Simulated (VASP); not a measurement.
# LiF (I4/mmm) in VASP: a series of runs

The runs below take LiF through single point, with r2SCAN.

Program: VASP 6.6.1. These are calculated values, not measurements. Logs are shortened: lines on timing, memory, paths and dates and some standing lists are left out, and cuts for length are marked.

## 1. The cell of the first run

The structure is tetragonal, space group I4/mmm (No. 139). The conventional cell has a = 2.848 Å, b = 2.848 Å, c = 3.947 Å, α = 90.00°, β = 90.00°, γ = 90.00°. Within 2.6 Å of Li (site symmetry 4/mmm) lie 6 F at 1.97 to 2.01 Å. F (site symmetry 4/mmm) has 6 Li at 1.97 to 2.01 Å within 2.6 Å.

## 2. Single point, r2SCAN (strain -0.0200 x Voigt [0, 1, 0, 0, 0, 0])

Input file POSCAR:

```
LiF
1.0
    0.0000000000      1.9737200000      2.0140000000
    2.0140000000      0.0000000000      2.0140000000
    2.0140000000      1.9737200000      0.0000000000
Li F
1 1
Direct
    0.0000000000      0.0000000000      0.0000000000
    0.5000000000      0.5000000000      0.5000000000
```

Input file INCAR.step1:

```
SYSTEM = LiF
PREC = Accurate
ENCUT = 520
ISMEAR = 0
SIGMA = 0.05
LREAL = .FALSE.
LASPH = .TRUE.
NELM = 60
NBANDS = 12
GGA = PE
ALGO = Normal
EDIFF = 1E-4
LWAVE = .TRUE.
LCHARG = .FALSE.
```

Input file INCAR.step2:

```
SYSTEM = LiF
PREC = Accurate
ENCUT = 520
EDIFF = 1E-6
ISMEAR = 0
SIGMA = 0.05
LREAL = .FALSE.
LASPH = .TRUE.
NELM = 60
ALGO = Normal
ISIF = 2
LWAVE = .FALSE.
LCHARG = .FALSE.
METAGGA = R2SCAN
LMIXTAU = .TRUE.
NBANDS = 12
ISTART = 1
```

Input file KPOINTS:

```
Automatic mesh
0
G
  10 10 10
  0 0 0
```

Potentials or basis: VASP PAW PBE potentials, release 64 (Li_sv, F).

Launch:

```bash
$ cat potpaw_PBE.64/Li_sv/POTCAR potpaw_PBE.64/F/POTCAR > POTCAR
$ cp INCAR.step1 INCAR
$ mpirun -np 1 vasp_std > vasp.out
$ cp INCAR.step2 INCAR
$ mpirun -np 1 vasp_std > vasp.out
```

OUTCAR:

```text
SYSTEM = LiF
   PREC = Accurate
   ENCUT = 520
   EDIFF = 1E-6
   ISMEAR = 0
   LREAL = .FALSE.
   LASPH = .TRUE.
   NELM = 60
   ISIF = 2
   METAGGA = R2SCAN
   ISTART = 1

 ion  position               nearest neighbor table
   1  0.000  0.000  0.000-   2 1.97   2 1.97   2 2.01   2 2.01   2 2.01   2 2.01
   2  0.500  0.500  0.500-   1 1.97   1 1.97   1 2.01   1 2.01   1 2.01   1 2.01

  LATTYP: Found a body centered tetragonal cell.
 ALAT       =     2.8482261146
 C/A-ratio  =     1.3859292911

  Lattice vectors:

 A1 = (   0.0000000000,  -1.9737200000,   2.0140000000)
 A2 = (   0.0000000000,  -1.9737200000,  -2.0140000000)
 A3 = (   2.0140000000,   1.9737200000,   0.0000000000)

Analysis of symmetry for initial positions (statically):
=====================================================================
 Subroutine PRICEL returns:
 Original cell was already a primitive cell.

 Routine SETGRP: Setting up the symmetry group for a
 body centered tetragonal supercell.

 Subroutine GETGRP returns: Found 16 space group operations
 (whereof 16 operations were pure point group operations)
 out of a pool of 16 trial point group operations.

The static configuration has the point symmetry D_4h.

Analysis of symmetry for dynamics (positions and initial velocities):
=====================================================================
 Subroutine PRICEL returns:
 Original cell was already a primitive cell.

 Routine SETGRP: Setting up the symmetry group for a
 body centered tetragonal supercell.

 Subroutine GETGRP returns: Found 16 space group operations
 (whereof 16 operations were pure point group operations)
 out of a pool of 16 trial point group operations.

The dynamic configuration has the point symmetry D_4h.

 Subroutine INISYM returns: Found 16 space group operations
 (whereof 16 operations are pure point group operations),
 and found     1 'primitive' translations

----------------------------------------------------------------------------------------

                                     Primitive cell

  volume of cell :      16.0116

  direct lattice vectors                    reciprocal lattice vectors
     0.000000000  1.973720000  2.014000000    -0.248262165  0.253328740  0.248262165
     2.014000000  0.000000000  2.014000000     0.248262165 -0.253328740  0.248262165
     2.014000000  1.973720000  0.000000000     0.248262165  0.253328740 -0.248262165

  length of vectors
     2.819887700  2.848226115  2.819887700     0.432947636  0.432947636  0.432947636

  position of ions in fractional coordinates (direct lattice)
     0.000000000  0.000000000  0.000000000
     0.500000000  0.500000000  0.500000000

  ion indices of the primitive-cell ions
   primitive index   ion index
                 1           1
                 2           2

----------------------------------------------------------------------------------------

 KPOINTS: Automatic mesh

Automatic generation of k-mesh.
 Grid dimensions read from file:
 generate k-points for:   10   10   10

 Generating k-lattice:

  Cartesian coordinates                     Fractional coordinates (reciprocal lattice)
    -0.024826216  0.025332874  0.024826216     0.100000000  0.000000000  0.000000000
     0.024826216 -0.025332874  0.024826216    -0.000000000  0.100000000 -0.000000000
     0.024826216  0.025332874 -0.024826216     0.000000000  0.000000000  0.100000000

  Length of vectors
     0.043294764  0.043294764  0.043294764

  Shift w.r.t. Gamma in fractional coordinates (k-lattice)
     0.000000000  0.000000000  0.000000000

 Subroutine IBZKPT returns following result:
 ===========================================

 Found    102 irreducible k-points:

 Following reciprocal coordinates:
            Coordinates               Weight
  0.000000  0.000000  0.000000      1.000000
  0.100000  0.000000 -0.000000      8.000000
  0.200000  0.000000 -0.000000      8.000000
  0.300000  0.000000  0.000000      8.000000
  0.400000  0.000000  0.000000      8.000000
  0.500000  0.000000 -0.000000      4.000000
[... 16 lines left out ...]
  0.300000  0.300000  0.000000      4.000000
  0.400000  0.300000  0.000000     16.000000
 [... further k-points ...]
   k-points           NKPTS =    102   k-points in BZ     NKDIM =    102   number of bands    NBANDS=     12
   number of dos      NEDOS =    301   number of ions     NIONS =      2
   total plane-waves  NPLWV =  13824
   dimension x,y,z NGX =    24 NGY =   24 NGZ =   24
   dimension x,y,z NGXF=    48 NGYF=   48 NGZF=   48
   ions per type =               1   1
   NGX,Y,Z   is equivalent  to a cutoff of  14.15, 14.01, 14.15 a.u.
   NGXF,Y,Z  is equivalent  to a cutoff of  28.30, 28.02, 28.30 a.u.
 SYSTEM =  LiF
   PREC   = accura    normal or accurate (medium, high low for compatibility)
   ISTART =      1    job   : 0-new  1-cont  2-samecut
   ICHARG =      0    charge: 1-file 2-atom 10-const
   ISPIN  =      1    spin polarized calculation?
   LNONCOLLINEAR =      F non collinear calculations
   LSORBIT =      F    spin-orbit coupling
   LASPH  =      T    aspherical Exc in radial PAW
   ENCUT  =  520.0 eV  38.22 Ry    6.18 a.u.   5.24  5.30  5.24*2*pi/ulx,y,z
   NELM   =     60;   NELMIN=  2; NELMDL=  0     # of ELM steps
   EDIFF  = 0.1E-05   stopping-criterion for ELM
   LREAL  =      F    real-space projection
   EDIFFG = 0.1E-04   stopping-criterion for IOM
   NSW    =      0    number of steps for IOM
   IBRION =     -1    ionic relax: 0-MD 1-quasi-New 2-CG
   NFREE  =      0    steps in history (QN), initial steepest desc. (CG)
   ISIF   =      2    stress and relaxation
   ISYM   =      2    0-nonsym 1-usesym 2-fastsym
   POTIM  = 0.5000    time-step for ionic-motion
   TEBEG  =    0.0;   TEEND  =   0.0 temperature during run
   PSTRESS=    0.0 pullay stress
   NELECT =      10.0000    total number of electrons
   NUPDOWN=      -1.0000    fix difference up-down
   EMIN   =  10.00;   EMAX   =-10.00  energy-range for DOS
   EFERMI =   0.00;   METHOD = LEGACY
   ISMEAR =     0;   SIGMA  =   0.05  broadening in eV -4-tet -1-fermi 0-gaus
   EFERMI_NEDOS =   21; number of points for ismear=-14 and -15
   IALGO  =     38    algorithm
   IMIX   =      4    mixing-type and parameters
     AMIX     =   0.40;   BMIX     =  1.00
     AMIX_MAG =   1.60;   BMIX_MAG =  1.00
  volume/ion in A,a.u.               =       8.01        54.03
  Fermi-wavevector in a.u.,A,eV,Ry     =   1.399362  2.644410 26.643111  1.958213
  Thomas-Fermi vector in A             =   2.522429
   LORBIT       =      0    0 simple, 1 ext, 2 COOP (PROOUT), +10 PAW based schemes
   METAGGA = R2SCAN    functional components
   LHFCALC =     F    Hartree Fock is set to
   AEXX    =    0.0000 exact exchange contribution
   IVDW    =     0    specifies the selected vdW correction
   LEPSILON=     F    determine dielectric tensor
   LRPA    =     F    only Hartree local field effects (RPA)
 non-spin polarized calculation
 Gauss-broadening in eV      SIGMA  =   0.05
  energy-cutoff  :      520.00
  volume of cell :       16.01
 maximum number of plane-waves:       444
 NGX is ok and might be reduce to    24
   NGX = 11   NGY = 11   NGZ = 11

 number of electron       9.9999994 magnetization

 Free energy of the ion-electron system (eV)
  ---------------------------------------------------
  ext. energy  EPLUGINS =         0.00000000
  ---------------------------------------------------
  free energy    TOTEN  =       -11.90130160 eV

  energy without entropy =      -11.90130160  energy(sigma->0) =      -11.90130160

 E-fermi :  -1.1842     XC(G=0): -10.6508

 val. band max:       -1.5000518172   @ k =   0.0000   0.0000   0.0000
 cond. band min:       8.9537236798   @ k =   0.0000   0.0000   0.0000
 fundamental gap:     10.4537754970
 Fermi energy:        -1.1842086615

 k-point     1 :       0.0000    0.0000    0.0000
  band No.  band energies     occupation
      1     -43.5446      2.00000
      2     -22.6675      2.00000
      3      -1.5514      2.00000
      4      -1.5001      2.00000
      5      -1.5001      2.00000
      6       8.9537      0.00000
      7      24.1194      0.00000
      8      24.1194      0.00000
      9      24.2845      0.00000
     10      24.6784      0.00000
     11      24.6790      0.00000
     12      25.2252      0.00000

 k-point     2 :       0.1000    0.0000   -0.0000
  band No.  band energies     occupation
      1     -43.5388      2.00000
      2     -22.6297      2.00000
      3      -1.8048      2.00000
      4      -1.5533      2.00000
      5      -1.5289      2.00000
      6       9.2318      0.00000
      7      21.3255      0.00000
      8      22.9523      0.00000
      9      23.2803      0.00000
     10      25.5050      0.00000
     11      25.6104      0.00000
     12      26.0360      0.00000

 k-point     3 :       0.2000    0.0000   -0.0000
  band No.  band energies     occupation
      1     -43.5232      2.00000
      2     -22.5272      2.00000
      3      -2.4951      2.00000
      4      -1.6094      2.00000
      5      -1.6028      2.00000
      6       9.8542      0.00000
      7      18.7793      0.00000
      8      21.3701      0.00000
      9      21.7749      0.00000
     10      26.7889      0.00000
     11      26.7893      0.00000
     12      27.0822      0.00000
[... 286 lines left out ...]
 k-point    23 :       0.3000    0.3000    0.0000
  band No.  band energies     occupation
      1     -43.4938      2.00000
      2     -22.2550      2.00000
      3      -3.4578      2.00000
      4      -2.2487      2.00000
      5      -2.1424      2.00000
      6      12.0806      0.00000
      7      17.6176      0.00000
      8      19.3656      0.00000
      9      20.7263      0.00000
     10      21.0611      0.00000
     11      34.8502      0.00000
     12      35.2334      0.00000

 k-point    24 :       0.4000    0.3000    0.0000
  band No.  band energies     occupation
      1     -43.4824      2.00000
      2     -22.1460      2.00000
      3      -3.8898      2.00000
      4      -2.4302      2.00000
      5      -2.2746      2.00000
      6      12.8975      0.00000
      7      16.5617      0.00000
      8      18.8695      0.00000
      9      20.6349      0.00000
     10      21.6680      0.00000
     11      34.4885      0.00000
     12      35.3661      0.00000

 [... further k-points ...]

------------------------ aborting loop because EDIFF is reached ----------------------------------------

  FORCE on cell =-STRESS in cart. coord.  units (eV):
  Direction    XX          YY          ZZ          XY          YZ          ZX
  --------------------------------------------------------------------------------------
  -------------------------------------------------------------------------------------
  Total       -0.2107354     -0.0057944     -0.2107354      0.0000000     -0.0000000      0.0000000
  in kB      -21.0869449     -0.5798071    -21.0869449      0.0000000     -0.0000000      0.0000000
  external PRESSURE =     -14.2512323 kB  Pullay stress =       0.0000000 kB

 VOLUME and BASIS-vectors are now :
 -----------------------------------------------------------------------------
  energy-cutoff  :      520.00
  volume of cell :       16.01
      direct lattice vectors                 reciprocal lattice vectors
     0.000000000  1.973720000  2.014000000    -0.248262165  0.253328740  0.248262165
     2.014000000  0.000000000  2.014000000     0.248262165 -0.253328740  0.248262165
     2.014000000  1.973720000  0.000000000     0.248262165  0.253328740 -0.248262165

 POSITION                                       TOTAL-FORCE (eV/Angst)
 -----------------------------------------------------------------------------------
      0.00000      0.00000      0.00000         0.000000      0.000000     -0.000000
      2.01400      1.97372      2.01400        -0.000000     -0.000000      0.000000
 -----------------------------------------------------------------------------------
    total drift:                               -0.000000     -0.000000      0.000000

  FREE ENERGIE OF THE ION-ELECTRON SYSTEM (eV)
  ---------------------------------------------------
  free  energy   TOTEN  =       -11.9013016005 eV

  energy  without entropy=      -11.9013016005  energy(sigma->0) =      -11.90130160
```

It took 24 s on 1 thread of Intel Xeon 6975P-C (Granite Rapids), shared host; peak memory 0.14 GiB.

Results:

```
Free energy            : -11.9013 eV
Band gap on the k mesh : 10.45 eV, direct
```

Caveat: the cell differs from its parent crystal (strain -0.0200 x Voigt [0, 1, 0, 0, 0, 0]); the cutoff is under 1.25 times the usual one of these potentials, so pressure, stress and relaxed cells hold a basis-set (Pulay) error; the PAW data sets were made with another functional, which shifts forces and pressure a little. A k mesh can miss the band edges.

## 3. Single point, r2SCAN (strain -0.0150 x Voigt [0, 1, 0, 0, 0, 0])

Input file POSCAR:

```
LiF
1.0
    0.0000000000      1.9837900000      2.0140000000
    2.0140000000      0.0000000000      2.0140000000
    2.0140000000      1.9837900000      0.0000000000
Li F
1 1
Direct
    0.0000000000      0.0000000000      0.0000000000
    0.5000000000      0.5000000000      0.5000000000
```

Input file INCAR.step1:

```
PREC = Accurate
ENCUT = 520
ISMEAR = 0
SIGMA = 0.05
LREAL = False
LASPH = True
NELM = 80
NBANDS = 12
GGA = PE
ALGO = Normal
EDIFF = 1E-4
LWAVE = True
LCHARG = False
```

Input file INCAR.step2:

```
PREC = Accurate
ENCUT = 520
EDIFF = 1E-6
ISMEAR = 0
SIGMA = 0.05
LREAL = False
LASPH = True
NELM = 80
ALGO = Normal
ISIF = 2
LWAVE = False
LCHARG = True
METAGGA = R2SCAN
LMIXTAU = True
LELF = True
LVHAR = True
NBANDS = 12
ISTART = 1
```

Input file KPOINTS:

```
regular mesh
0
Gamma
  10 10 10
```

Potentials or basis: VASP PAW PBE potentials, release 64 (Li_sv, F).

Launch:

```bash
$ cat potpaw_PBE.64/Li_sv/POTCAR potpaw_PBE.64/F/POTCAR > POTCAR
$ cp INCAR.step1 INCAR
$ mpirun -np 1 vasp_std > vasp.out
$ cp INCAR.step2 INCAR
$ mpirun -np 1 vasp_std > vasp.out
```

Wall time 24 s (1 thread of Intel Xeon 6975P-C (Granite Rapids), shared host); peak memory 0.14 GiB.

Results (log left out):

| Property | Result |
| --- | --- |
| Free energy | -11.9013 eV |
| Band gap on the k mesh | 10.41 eV, direct |

Levels at points of the mesh, in eV from the valence-band top:
```tsv
k point	band 1	band 2	band 3	band 4	band 5	band 6	band 7	band 8	band 9	band 10
(0.00, 0.00, 0.00)	-42.05	-21.15	-0.04	0.00	0.00	10.41	25.58	25.58	25.71	26.15
(0.50, 0.00, 0.00)	-41.99	-20.73	-2.55	-0.28	-0.24	11.91	18.32	20.41	20.71	32.50
(0.50, 0.50, 0.00)	-41.98	-20.46	-3.08	-1.08	-0.98	16.10	17.58	19.30	22.05	22.31
(0.50, 0.00, 0.50)	-41.97	-20.44	-3.07	-1.07	-1.07	16.40	17.36	19.32	21.95	21.95
```

Caveat: the cell differs from its parent crystal (strain -0.0150 x Voigt [0, 1, 0, 0, 0, 0]); the cutoff is under 1.25 times the usual one of these potentials, so pressure, stress and relaxed cells hold a basis-set (Pulay) error; the PAW data sets were made with another functional, which shifts forces and pressure a little. A k mesh can miss the band edges.

## 4. Single point, r2SCAN (strain -0.0100 x Voigt [0, 1, 0, 0, 0, 0])

Input file POSCAR:

```
LiF
1.0
    0.0000000000      1.9938600000      2.0140000000
    2.0140000000      0.0000000000      2.0140000000
    2.0140000000      1.9938600000      0.0000000000
Li F
1 1
Direct
    0.0000000000      0.0000000000      0.0000000000
    0.5000000000      0.5000000000      0.5000000000
```

Input file INCAR.step1:

```
SYSTEM = LiF
PREC = Accurate
ENCUT = 520
ISMEAR = 0
SIGMA = 0.05
LREAL = .FALSE.
LASPH = .TRUE.
NELM = 60
NBANDS = 12
GGA = PE
ALGO = Normal
EDIFF = 1E-4
LWAVE = .TRUE.
LCHARG = .FALSE.
```

Input file INCAR.step2:

```
SYSTEM = LiF
PREC = Accurate
ENCUT = 520
EDIFF = 1E-6
ISMEAR = 0
SIGMA = 0.05
LREAL = .FALSE.
LASPH = .TRUE.
NELM = 60
ALGO = Normal
ISIF = 2
LWAVE = .FALSE.
LCHARG = .FALSE.
METAGGA = R2SCAN
LMIXTAU = .TRUE.
NBANDS = 12
ISTART = 1
```

Input file KPOINTS:

```
Automatic mesh
0
G
  10 10 10
  0 0 0
```

Launch:

```bash
$ cat potpaw_PBE.64/Li_sv/POTCAR potpaw_PBE.64/F/POTCAR > POTCAR
$ cp INCAR.step1 INCAR
$ mpirun -np 1 vasp_std > vasp.out
$ cp INCAR.step2 INCAR
$ mpirun -np 1 vasp_std > vasp.out
```

Wall time 24 s (1 thread of Intel Xeon 6975P-C (Granite Rapids), shared host); peak memory 0.14 GiB.

It converged, with:

```
Free energy            : -11.9009 eV
Band gap on the k mesh : 10.36 eV, direct
```

Levels at points of the mesh, in eV from the valence-band top:
| k point | band 1 | band 2 | band 3 | band 4 | band 5 | band 6 | band 7 | band 8 | band 9 | band 10 |
| --- | --- | --- | --- | --- | --- | --- | --- | --- | --- | --- |
| (0.00, 0.00, 0.00) | -42.06 | -21.13 | -0.02 | 0.00 | 0.00 | 10.36 | 25.55 | 25.55 | 25.63 | 26.13 |
| (0.50, 0.00, 0.00) | -42.00 | -20.71 | -2.53 | -0.26 | -0.24 | 11.88 | 18.26 | 20.42 | 20.61 | 32.43 |
| (0.50, 0.50, 0.00) | -41.98 | -20.45 | -3.06 | -1.05 | -0.99 | 16.09 | 17.53 | 19.24 | 22.00 | 22.18 |
| (0.50, 0.00, 0.50) | -41.98 | -20.44 | -3.05 | -1.05 | -1.05 | 16.28 | 17.39 | 19.25 | 21.94 | 21.94 |

Caveat: the cell differs from its parent crystal (strain -0.0100 x Voigt [0, 1, 0, 0, 0, 0]); the cutoff is under 1.25 times the usual one of these potentials, so pressure, stress and relaxed cells hold a basis-set (Pulay) error; the PAW data sets were made with another functional, which shifts forces and pressure a little.

[end of part 1 of 2]
